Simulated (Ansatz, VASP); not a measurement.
## Ag in VASP and in Ansatz

```
Ag
1.0
     2.77045   -0.00002    0.01393
    -1.38524    2.39931    0.00000
     1.39748    0.80684    2.41608
Ag
1
Direct
  0.00000 0.00000 0.00000
```

Change from the starting cell: band edges of the strained film's bulk.

Alike in both runs: task single point; functional PBEsol; k mesh 15 × 15 × 14; occupations gaussian, width 0.1 eV; no spin polarisation.

|  | VASP | Ansatz |
| --- | --- | --- |
| version | VASP 6.6.1 | Ansatz 0.2.0 |
| potentials or method | VASP PAW PBE potentials, release 64 (Ag), cutoff 520 eV | scalar-relativistic, plane waves, PAW |
| valence electrons in the cell | 11 | 19 |

Ansatz gave:

```
gap on the k mesh at the Fermi level (eV)                     : none
pressure (GPa)                                                : 6.0
traceless stress, the component that is largest in VASP (GPa) : -5.96
```

Task: Estimate VASP's values.

Result: gap on the k mesh at the Fermi level (eV): none; pressure (GPa): 5.8; traceless stress, the component that is largest in VASP (GPa): -5.90.

VASP's potentials were made for PBE, not for PBEsol. A gap of «none» marks a metal or a gap that the smearing closes. VASP's potentials hold 11 valence electrons a cell and Ansatz's 19, so a difference there can come from the potentials and not from the codes.
